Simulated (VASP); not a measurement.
# Se (I4_1/amd) in VASP: notebook

The runs below take Se through single point, with LDA.

All numbers are computed with VASP 6.6.1; they aren't measurements. Logs are shortened: lines on timing, memory, paths and dates and some standing lists are left out, and cuts for length are marked.

**1. The cell of the first run**

Symmetry: I4_1/amd, No. 141, tetragonal system. Conventional cell: a = 4.962 Å, b = 4.962 Å, c = 4.961 Å, α = 90.00°, β = 90.00°, γ = 90.00°. Within 3.7 Å of Se (site symmetry -4m2) lie 4 Se at 2.77 Å.

**2. Single point, LDA**

INCAR reads:

```
PREC = Accurate ; ENCUT = 520
EDIFF = 1E-6 ; ISMEAR = 0
SIGMA = 0.15 ; LREAL = F
LASPH = T ; NELM = 100
ALGO = Normal ; ISIF = 2
LWAVE = F ; LCHARG = T
LELF = T ; LVHAR = T
NBANDS = 13
```

KPOINTS reads:

```
regular mesh
0
Gamma
  14 14 14
```

POSCAR reads:

```
Se
1.0
    0.0000000000      3.5085064713      2.4805140752
    3.5085064713      0.0000000000      2.4805140752
    3.5085064713      3.5085064713      0.0000000000
Se
2
Direct
    0.5000000000      0.5000000000      0.5000000000
    0.7500000000      0.7500000000      0.7500000000
```

Potentials or basis: VASP PAW LDA potentials, release 64 (Se).

Started as:

```sh
$ cat potpaw_LDA.64/Se/POTCAR > POTCAR
$ mpirun -np 1 vasp_std > vasp.out
```

OUTCAR:

```text
PREC = Accurate
   ENCUT = 520
   EDIFF = 1E-6
   ISMEAR = 0
   LREAL = F
   LASPH = T
   NELM = 100
   ISIF = 2

 ion  position               nearest neighbor table
   1  0.500  0.500  0.500-   2 2.77   2 2.77   2 2.77   2 2.77
   2  0.750  0.750  0.750-   1 2.77   1 2.77   1 2.77   1 2.77

  LATTYP: Found a body centered tetragonal cell.
 ALAT       =     4.9617774354
 C/A-ratio  =     0.9998489886

  Lattice vectors:

 A1 = (   0.0000000000,  -3.5085064713,  -2.4805140752)
 A2 = (   0.0000000000,   3.5085064713,  -2.4805140752)
 A3 = (   3.5085064713,   0.0000000000,   2.4805140752)

Analysis of symmetry for initial positions (statically):
=====================================================================
 Subroutine PRICEL returns:
 Original cell was already a primitive cell.

 Routine SETGRP: Setting up the symmetry group for a
 body centered tetragonal supercell.

 Subroutine GETGRP returns: Found 16 space group operations
 (whereof  8 operations were pure point group operations)
 out of a pool of 16 trial point group operations.

The static configuration has the point symmetry D_2d.
 The point group associated with its full space group is D_4h.

Analysis of symmetry for dynamics (positions and initial velocities):
=====================================================================
 Subroutine PRICEL returns:
 Original cell was already a primitive cell.

 Routine SETGRP: Setting up the symmetry group for a
 body centered tetragonal supercell.

 Subroutine GETGRP returns: Found 16 space group operations
 (whereof  8 operations were pure point group operations)
 out of a pool of 16 trial point group operations.

The dynamic configuration has the point symmetry D_2d.
 The point group associated with its full space group is D_4h.

 Subroutine INISYM returns: Found 16 space group operations
 (whereof  8 operations are pure point group operations),
 and found     1 'primitive' translations

----------------------------------------------------------------------------------------

                                     Primitive cell

  volume of cell :      61.0684

  direct lattice vectors                    reciprocal lattice vectors
     0.000000000  3.508506471  2.480514075    -0.142510782  0.142510782  0.201571120
     3.508506471  0.000000000  2.480514075     0.142510782 -0.142510782  0.201571120
     3.508506471  3.508506471  0.000000000     0.142510782  0.142510782 -0.201571120

  length of vectors
     4.296809018  4.296809018  4.961777435     0.285043088  0.285043088  0.285043088

  position of ions in fractional coordinates (direct lattice)
     0.500000000  0.500000000  0.500000000
     0.750000000  0.750000000  0.750000000

  ion indices of the primitive-cell ions
   primitive index   ion index
                 1           1
                 2           2

----------------------------------------------------------------------------------------

 KPOINTS: regular mesh

Automatic generation of k-mesh.
 Grid dimensions read from file:
 generate k-points for:   14   14   14

 Generating k-lattice:

  Cartesian coordinates                     Fractional coordinates (reciprocal lattice)
    -0.010179342  0.010179342  0.014397937     0.071428571  0.000000000  0.000000000
     0.010179342 -0.010179342  0.014397937     0.000000000  0.071428571  0.000000000
     0.010179342  0.010179342 -0.014397937     0.000000000  0.000000000  0.071428571

  Length of vectors
     0.020360221  0.020360221  0.020360221

  Shift w.r.t. Gamma in fractional coordinates (k-lattice)
     0.000000000  0.000000000  0.000000000

 Subroutine IBZKPT returns following result:
 ===========================================

 Found    244 irreducible k-points:

 Following reciprocal coordinates:
            Coordinates               Weight
  0.000000  0.000000  0.000000      1.000000
  0.071429  0.000000  0.000000      8.000000
  0.142857 -0.000000  0.000000      8.000000
  0.214286 -0.000000  0.000000      8.000000
  0.285714  0.000000  0.000000      8.000000
  0.357143  0.000000  0.000000      8.000000
[... 16 lines left out ...]
  0.214286  0.142857  0.000000      8.000000
  0.285714  0.142857  0.000000      8.000000
 [... further k-points ...]
   k-points           NKPTS =    244   k-points in BZ     NKDIM =    244   number of bands    NBANDS=     13
   number of dos      NEDOS =    301   number of ions     NIONS =      2
   total plane-waves  NPLWV =  40960
   dimension x,y,z NGX =    32 NGY =   32 NGZ =   40
   dimension x,y,z NGXF=    64 NGYF=   64 NGZF=   80
   ions per type =               2
   NGX,Y,Z   is equivalent  to a cutoff of  12.38, 12.38, 13.40 a.u.
   NGXF,Y,Z  is equivalent  to a cutoff of  24.76, 24.76, 26.80 a.u.
 SYSTEM =  unknown system
   PREC   = accura    normal or accurate (medium, high low for compatibility)
   ISTART =      0    job   : 0-new  1-cont  2-samecut
   ICHARG =      2    charge: 1-file 2-atom 10-const
   ISPIN  =      1    spin polarized calculation?
   LNONCOLLINEAR =      F non collinear calculations
   LSORBIT =      F    spin-orbit coupling
   LASPH  =      T    aspherical Exc in radial PAW
   ENCUT  =  520.0 eV  38.22 Ry    6.18 a.u.   7.99  7.99  9.23*2*pi/ulx,y,z
   NELM   =    100;   NELMIN=  2; NELMDL= -5     # of ELM steps
   EDIFF  = 0.1E-05   stopping-criterion for ELM
   LREAL  =      F    real-space projection
   EDIFFG = 0.1E-04   stopping-criterion for IOM
   NSW    =      0    number of steps for IOM
   IBRION =     -1    ionic relax: 0-MD 1-quasi-New 2-CG
   NFREE  =      0    steps in history (QN), initial steepest desc. (CG)
   ISIF   =      2    stress and relaxation
   ISYM   =      2    0-nonsym 1-usesym 2-fastsym
   POTIM  = 0.5000    time-step for ionic-motion
   TEBEG  =    0.0;   TEEND  =   0.0 temperature during run
   PSTRESS=    0.0 pullay stress
   NELECT =      12.0000    total number of electrons
   NUPDOWN=      -1.0000    fix difference up-down
   EMIN   =  10.00;   EMAX   =-10.00  energy-range for DOS
   EFERMI =   0.00;   METHOD = LEGACY
   ISMEAR =     0;   SIGMA  =   0.15  broadening in eV -4-tet -1-fermi 0-gaus
   EFERMI_NEDOS =   21; number of points for ismear=-14 and -15
   IALGO  =     38    algorithm
   IMIX   =      4    mixing-type and parameters
     AMIX     =   0.40;   BMIX     =  1.00
     AMIX_MAG =   1.60;   BMIX_MAG =  1.00
  volume/ion in A,a.u.               =      30.53       206.05
  Fermi-wavevector in a.u.,A,eV,Ry     =   0.951765  1.798575 12.324933  0.905857
  Thomas-Fermi vector in A             =   2.080266
   LORBIT       =      0    0 simple, 1 ext, 2 COOP (PROOUT), +10 PAW based schemes
   GGA     = CA    functional components
   LHFCALC =     F    Hartree Fock is set to
   AEXX    =    0.0000 exact exchange contribution
   IVDW    =     0    specifies the selected vdW correction
   LEPSILON=     F    determine dielectric tensor
   LRPA    =     F    only Hartree local field effects (RPA)
 non-spin polarized calculation
 Gauss-broadening in eV      SIGMA  =   0.15
  energy-cutoff  :      520.00
  volume of cell :       61.07
 maximum number of plane-waves:      1686
   NGX = 15   NGY = 15   NGZ = 19

 number of electron      11.9999998 magnetization

 Free energy of the ion-electron system (eV)
  ---------------------------------------------------
  ext. energy  EPLUGINS =         0.00000000
  ---------------------------------------------------
  free energy    TOTEN  =        -7.35983284 eV

  energy without entropy =       -7.34437646  energy(sigma->0) =       -7.35210465

 E-fermi :   2.1136     XC(G=0):  -8.7431

 val. band max:        2.1086613455   @ k =  -0.4286   0.0714   0.0000
 cond. band min:       2.1185610092   @ k =  -0.2857   0.1429   0.0714
 fundamental gap:      0.0098996637
 Fermi energy:         2.1136352244

 k-point     1 :       0.0000    0.0000    0.0000
  band No.  band energies     occupation
      1     -12.9663      2.00000
      2      -8.2568      2.00000
      3      -1.5796      2.00000
      4      -1.5796      2.00000
      5       0.0322      2.00000
      6       0.8778      2.00000
      7       2.2533      0.18787
      8       2.2533      0.18787
      9       6.5655      0.00000
     10       7.8701      0.00000
     11      10.3743      0.00000
     12      10.5494      0.00000
     13      10.5494      0.00000

 k-point     2 :       0.0714    0.0000    0.0000
  band No.  band energies     occupation
      1     -12.9317      2.00000
      2      -8.3297      2.00000
      3      -1.6321      2.00000
      4      -1.5587      2.00000
      5      -0.0371      2.00000
      6       0.8607      2.00000
      7       2.2931      0.09070
      8       2.3058      0.07007
      9       6.7727      0.00000
     10       7.8910      0.00000
     11       9.9090      0.00000
     12      10.7329      0.00000
     13      11.2313      0.00000

 k-point     3 :       0.1429   -0.0000    0.0000
  band No.  band energies     occupation
      1     -12.8300      2.00000
      2      -8.5342      2.00000
      3      -1.7701      2.00000
      4      -1.5289      2.00000
      5      -0.2309      2.00000
      6       0.8579      2.00000
      7       2.3873      0.00988
      8       2.4866      0.00044
      9       7.2900      0.00000
     10       7.9971      0.00000
     11       9.6095      0.00000
     12      11.2388      0.00000
     13      12.0466      0.00000

 k-point     4 :       0.2143   -0.0000    0.0000
  band No.  band energies     occupation
      1     -12.6683      2.00000
      2      -8.8345      2.00000
      3      -1.9506      2.00000
      4      -1.5579      2.00000
      5      -0.4984      2.00000
      6       0.9829      2.00000
      7       2.4846      0.00047
      8       2.7730      0.00000
      9       7.8843      0.00000
     10       8.2599      0.00000
     11       9.5634      0.00000
     12      11.8757      0.00000
     13      11.9811      0.00000

 k-point     5 :       0.2857    0.0000    0.0000
  band No.  band energies     occupation
      1     -12.4611      2.00000
      2      -9.1841      2.00000
      3      -2.1307      2.00000
      4      -1.6773      2.00000
      5      -0.7476      2.00000
      6       1.2676      2.00000
      7       2.5493      0.00004
      8       3.0737      0.00000
      9       8.3501      0.00000
     10       8.7004      0.00000
     11       9.6573      0.00000
     12      11.6249      0.00000
     13      12.8793      0.00000
[... 257 lines left out ...]
 k-point    22 :       0.1429    0.1429    0.0000
  band No.  band energies     occupation
      1     -12.7418      2.00000
      2      -8.5951      2.00000
      3      -1.9691      2.00000
      4      -1.9691      2.00000
      5       0.1747      2.00000
      6       0.2473      2.00000
      7       2.5751      0.00001
      8       2.5751      0.00001
      9       8.2083      0.00000
     10       8.3304      0.00000
     11      11.3647      0.00000
     12      11.4341      0.00000
     13      11.4341      0.00000

 k-point    23 :       0.2143    0.1429    0.0000
  band No.  band energies     occupation
      1     -12.6031      2.00000
      2      -8.8092      2.00000
      3      -2.1550      2.00000
      4      -2.1362      2.00000
      5       0.0031      2.00000
      6       0.2749      2.00000
      7       2.7368      0.00000
      8       2.8266      0.00000
      9       8.6219      0.00000
     10       8.9442      0.00000
     11      11.1926      0.00000
     12      11.8269      0.00000
     13      11.9204      0.00000

 k-point    24 :       0.2857    0.1429    0.0000
  band No.  band energies     occupation
      1     -12.4145      2.00000
      2      -9.1099      2.00000
      3      -2.3393      2.00000
      4      -2.3018      2.00000
      5      -0.0493      2.00000
      6       0.2697      2.00000
      7       2.8700      0.00000
      8       3.2012      0.00000
      9       9.0562      0.00000
     10       9.6075      0.00000
     11      10.8103      0.00000
     12      11.4827      0.00000
     13      12.5292      0.00000

 [... further k-points ...]
[... 5 lines left out ...]
  --------------------------------------------------------------------------------------
  -------------------------------------------------------------------------------------
  Total       -1.7372161     -1.7372161     -2.4701553      0.0000000     -0.0000000      0.0000000
  in kB      -45.5772560    -45.5772560    -64.8065018      0.0000000     -0.0000000      0.0000000
  external PRESSURE =     -51.9870046 kB  Pullay stress =       0.0000000 kB

 VOLUME and BASIS-vectors are now :
 -----------------------------------------------------------------------------
  energy-cutoff  :      520.00
  volume of cell :       61.07
      direct lattice vectors                 reciprocal lattice vectors
     0.000000000  3.508506471  2.480514075    -0.142510782  0.142510782  0.201571120
     3.508506471  0.000000000  2.480514075     0.142510782 -0.142510782  0.201571120
     3.508506471  3.508506471  0.000000000     0.142510782  0.142510782 -0.201571120

 POSITION                                       TOTAL-FORCE (eV/Angst)
 -----------------------------------------------------------------------------------
      3.50851      3.50851      2.48051         0.000000      0.000000     -0.000000
      5.26276      5.26276      3.72077        -0.000000      0.000000      0.000000
 -----------------------------------------------------------------------------------
    total drift:                                0.000000     -0.000000      0.000000

  FREE ENERGIE OF THE ION-ELECTRON SYSTEM (eV)
  ---------------------------------------------------
  free  energy   TOTEN  =        -7.3598328414 eV

  energy  without entropy=       -7.3443764577  energy(sigma->0) =       -7.35210465
```

It took 3.1 min on 1 thread of AMD EPYC 7R43 (Zen 3), shared host; peak memory 0.25 GiB.

What came out:

| Property | Result |
| --- | --- |
| Free energy | -7.3598 eV |
| Pressure | -5.2 GPa |
| Band gap on the k mesh | zero (band 6 reaches 2.29 eV, above the bottom of band 7 at 1.57 eV) |

Stress tensor (GPa, compression positive):
```
-4.56  0.00  0.00
 0.00 -4.56  0.00
 0.00  0.00 -6.48
```

**3. Single point, LDA**

This run uses another cell than the first one, of the same volume but with other edges.

INCAR reads:

```
SYSTEM = Se
ALGO = Normal
EDIFF = 1E-7
ENCUT = 520
ISIF = 2
ISMEAR = 0
LASPH = .TRUE.
LCHARG = .TRUE.
LELF = .TRUE.
LREAL = .FALSE.
LVHAR = .TRUE.
LWAVE = .FALSE.
NBANDS = 13
NELM = 80
PREC = Accurate
SIGMA = 0.15
```

KPOINTS reads:

```
k-points
0
G
  14 14 14
  0 0 0
```

POSCAR reads:

```
Se
1.0
    0.0000000000      2.7847034317      3.9375706525
    2.7847034317      0.0000000000      3.9375706525
    2.7847034317      2.7847034317      0.0000000000
Se
2
Direct
    0.5000000000      0.5000000000      0.5000000000
    0.7500000000      0.7500000000      0.7500000000
```

Potentials or basis: VASP PAW LDA potentials, release 64 (Se).

Started as:

```sh
$ cat potpaw_LDA.64/Se/POTCAR > POTCAR
$ mpirun -np 1 vasp_std > vasp.out
```

Run time: 4.4 min. Hardware: 1 thread of AMD EPYC 7R43 (Zen 3), shared host; peak memory 0.24 GiB.

It converged, with:

* Free energy: -7.3437 eV
* Pressure: -5.8 GPa
* Band gap on the k mesh: zero (band 6 reaches 2.59 eV, above the bottom of band 7 at 1.30 eV)

Stress tensor (GPa, compression positive):
```
-5.76  0.00  0.00
 0.00 -5.76  0.00
 0.00  0.00 -5.90
```

Levels at points of the mesh, in eV from the Fermi level:
```tsv
k point	band 3	band 4	band 5	band 6	band 7	band 8	band 9	band 10
(0.00, 0.00, 0.00)	-4.62	-2.25	-2.25	-0.80	-0.80	0.73	4.49	5.74
(0.50, 0.00, 0.00)	-4.67	-4.21	-2.67	0.40	0.59	0.89	6.46	7.22
(0.50, 0.50, 0.00)	-3.46	-3.46	-1.25	-1.25	1.63	1.63	5.18	5.18
(0.50, 0.00, 0.50)	-4.89	-4.89	-2.30	-2.30	1.50	1.50	5.56	5.56
```

**4. Single point, LDA**

This run uses another cell than the first one, of the same volume but with other edges.

INCAR reads:

```
ALGO = Normal
EDIFF = 1E-7
ENCUT = 520
GGA = CA
ISIF = 2
ISMEAR = 0
LASPH = True
LCHARG = False
LREAL = False
LWAVE = False
NBANDS = 13
NELM = 80
PREC = Accurate
SIGMA = 0.15
```

KPOINTS reads:

```
k-points
0
Gamma
  14 14 14
```

POSCAR reads:

```
Se
1.0
    0.0000000000      3.2995580843      2.8046243716
    3.2995580843      0.0000000000      2.8046243716
    3.2995580843      3.2995580843      0.0000000000
Se
2
Direct
    0.5000000000      0.5000000000      0.5000000000
    0.7500000000      0.7500000000      0.7500000000
```

Started as:

```sh
$ cat potpaw_LDA.64/Se/POTCAR > POTCAR
$ mpirun -np 1 vasp_std > vasp.out
```

Run time: 3.3 min. Hardware: 1 thread of AMD EPYC 7R43 (Zen 3), shared host; peak memory 0.24 GiB.

Results (log left out):

* Free energy: -7.2541 eV
* Pressure: -2.5 GPa
* Band gap on the k mesh: zero (band 6 reaches 2.56 eV, above the bottom of band 7 at 1.58 eV)

Stress tensor (GPa, compression positive):
```
-1.81  0.00  0.00
 0.00 -1.81  0.00
 0.00  0.00 -3.83
```

Levels at points of the mesh, in eV from the Fermi level:
```
           k point  band 4  band 5  band 6  band 7  band 8  band 9
(0.00, 0.00, 0.00)   -3.70   -2.82   -1.16   -0.45   -0.45    4.17
(0.50, 0.00, 0.00)   -4.21   -3.73    0.24    0.37    1.63    6.71
(0.50, 0.50, 0.00)   -5.35   -2.20   -2.20    2.45    2.45    6.44
(0.50, 0.00, 0.50)   -4.66   -1.88   -1.88    1.91    1.91    5.73
```

**5. Single point, LDA**

This run uses another cell than the first one, of the same volume but with other edges.

INCAR reads:

```
SYSTEM = Se
PREC = Accurate
ENCUT = 520
EDIFF = 1E-6
ISMEAR = 0
SIGMA = 0.15
LREAL = .False.
LASPH = .True.
NELM = 80
ALGO = Normal
ISIF = 2
LWAVE = .False.
LCHARG = .True.
LELF = .True.
LVHAR = .True.
NBANDS = 13
```

KPOINTS reads:

```
regular mesh
0
Gamma
  14 14 14
  0 0 0
```

POSCAR reads:

```
Se
1.0
    0.0000000000      2.9412707530      3.5295249036
    2.9412707530      0.0000000000      3.5295249036
    2.9412707530      2.9412707530      0.0000000000
Se
2
Direct
    0.5000000000      0.5000000000      0.5000000000
    0.7500000000      0.7500000000      0.7500000000
```

Started as:

```sh
$ cat potpaw_LDA.64/Se/POTCAR > POTCAR
$ mpirun -np 1 vasp_std > vasp.out
```

Run time: 3.2 min. Hardware: 1 thread of AMD EPYC 7R43 (Zen 3), shared host; peak memory 0.24 GiB.

It converged, with:

```yaml
Free_energy: -7.2712 eV
Pressure: -2.8 GPa
Band_gap_on_the_k_mesh: zero (band 6 reaches 2.60 eV, above the bottom of band 7 at 1.30 eV)
```

Stress tensor (GPa, compression positive):
```
-3.65  0.00  0.00
 0.00 -3.65  0.00
 0.00  0.00 -1.19
```

Levels at points of the mesh, in eV from the Fermi level:
```tsv
k point	band 2	band 3	band 4	band 5	band 6	band 7	band 8	band 9	band 10	band 11
(0.00, 0.00, 0.00)	-10.27	-4.20	-2.98	-2.98	-0.94	-0.94	-0.11	4.18	6.33	7.97
(0.50, 0.00, 0.00)	-12.12	-4.61	-4.23	-3.56	0.28	0.39	1.51	6.56	6.76	8.12
(0.50, 0.50, 0.00)	-13.47	-4.35	-4.35	-1.63	-1.63	1.93	1.93	5.53	5.53	9.60
(0.50, 0.00, 0.50)	-13.24	-5.12	-5.12	-2.19	-2.19	2.05	2.05	5.98	5.98	10.22
```

**6. Overview**

```csv
cell,gap on the mesh (eV),pressure (GPa)
"a = 4.297, b = 4.297, c = 4.962 Å, angles 54.7, 54.7, 70.5°, 2 atoms",none,-5.2
"a = 4.823, b = 4.823, c = 3.938 Å, angles 65.9, 65.9, 48.2°, 2 atoms",none,-5.8
"a = 4.330, b = 4.330, c = 4.666 Å, angles 57.4, 57.4, 65.2°, 2 atoms",none,-2.5
"a = 4.594, b = 4.594, c = 4.160 Å, angles 63.1, 63.1, 53.8°, 2 atoms",none,-2.8
```

Alike in all rows: task single point; level LDA; potentials or basis VASP PAW LDA potentials, release 64 (Se); no spin polarisation; k mesh 14 × 14 × 14; cutoff (eV) 520; smearing gaussian 0.15 eV.

Total energies depend on the potentials used, so only differences within one code and one set of settings carry meaning.
